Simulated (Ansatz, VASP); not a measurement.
Given: the input of a run of VASP 6.6.1 on TiO2.

Contents of INCAR:

```
AGGAC    = 0.0          
ALDAC    = 0.0          
ALGO     = Normal         # electronic algorithm
EDIFF    = 1E-6           # SCF threshold, eV
ENCUT    = 520            # plane-wave cutoff, eV
GGA      = PE             # functional
ISIF     = 2              # what is computed and relaxed
ISMEAR   = -1             # smearing method
LASPH    = T              # aspherical terms in the spheres
LCHARG   = T              # write CHGCAR
LELF     = T              # ELF
LREAL    = F              # projectors in reciprocal space
LVHAR    = T            
LWAVE    = F              # write WAVECAR
NBANDS   = 60             # bands
NELM     = 80             # most SCF steps
PREC     = Accurate       # precision mode
SIGMA    = 0.05           # smearing width, eV
```

File KPOINTS:

```
k-points
0
Gamma
  8 8 4
```

File POSCAR:

```
TiO2
1.0
    6.1535771931     -1.8834685000      0.0000000000
    6.1535771931      1.8834685000      0.0000000000
   -1.9283261078      0.0000000000      6.3289668713
Ti O
4 8
Direct
    0.9000710000      0.9000710000      0.2896020000
    0.1952860000      0.1952860000      0.2837620000
    0.0999290000      0.0999290000      0.7103980000
    0.8047140000      0.8047140000      0.7162380000
    0.3619310000      0.3619310000      0.2933970000
    0.2634885000      0.2634885000      0.6525000000
    0.8671885000      0.8671885000      0.9952910000
    0.7365115000      0.7365115000      0.3475000000
    0.9416475000      0.9416475000      0.6300210000
    0.1328115000      0.1328115000      0.0047090000
    0.6380690000      0.6380690000      0.7066030000
    0.0583525000      0.0583525000      0.3699790000
```

Potentials or basis: VASP PAW PBE potentials, release 64 (Ti_sv, O).

Launch:

```sh
$ cat potpaw_PBE.64/Ti_sv/POTCAR potpaw_PBE.64/O/POTCAR > POTCAR
$ mpirun -np 1 vasp_std > vasp.out
```

Problem. Set up the same calculation for Ansatz 0.2.0. Potentials there: Ansatz PAW.

Solution. As run (the cutoff follows the program's own potentials):

Contents of input.yaml:

```yaml
crystal:
  lattice:
    - [6.1535771931, -1.8834685, 0.0]
    - [6.1535771931, 1.8834685, 0.0]
    - [-1.9283261078, 0.0, 6.3289668713]
  atoms:
    - { symbol: Ti, position: [0.900071, 0.900071, 0.289602] }
    - { symbol: Ti, position: [0.195286, 0.195286, 0.283762] }
    - { symbol: Ti, position: [0.099929, 0.099929, 0.710398] }
    - { symbol: Ti, position: [0.804714, 0.804714, 0.716238] }
    - { symbol: O, position: [0.361931, 0.361931, 0.293397] }
    - { symbol: O, position: [0.2634885, 0.2634885, 0.6525] }
    - { symbol: O, position: [0.8671885, 0.8671885, 0.995291] }
    - { symbol: O, position: [0.7365115, 0.7365115, 0.3475] }
    - { symbol: O, position: [0.9416475, 0.9416475, 0.630021] }
    - { symbol: O, position: [0.1328115, 0.1328115, 0.004709] }
    - { symbol: O, position: [0.638069, 0.638069, 0.706603] }
    - { symbol: O, position: [0.0583525, 0.0583525, 0.369979] }
hamiltonian:
  xc: { exchange: pbe, correlation: none }
  pseudopotentials: { kind: paw }
kpoints:
  mp_grid: { grid: [8, 8, 4] }
scf:
  occupations: { method: fermi_dirac, width: 0.05 }
output:
  forces: true
  stress: true
  eigenvalues: true
```

Potentials or basis: Ansatz PAW.

Command:

```bash
$ ansatz run input.yaml --threads 2 --pin off --max-ram 5120MiB --backend cpu --events-out ev --progress --plain --runs-dir out
```

Both were run:

|  | VASP | Ansatz | Ansatz less VASP |
| --- | --- | --- | --- |
| gap on the k mesh at the Fermi level (eV) | 2.76 | 2.78 | +0.022 |
| least direct gap on the mesh (eV) | 2.94 | 2.96 | +0.021 |
| pressure (GPa) | 15.0 | 14.2 | -0.83 |
| traceless stress, the component that is largest in VASP (GPa) | -0.68 | -0.56 | +0.120 |
| rms of the force components (eV/Å) | 0.123 | 0.127 | +0.0046 |

VASP's potentials were made for PBE, not for PBE exchange alone. Atom by atom the forces differ by 0.043 eV/Å (rms over components). With one functional, cell and mesh, what is left measures potentials, basis and numerics.
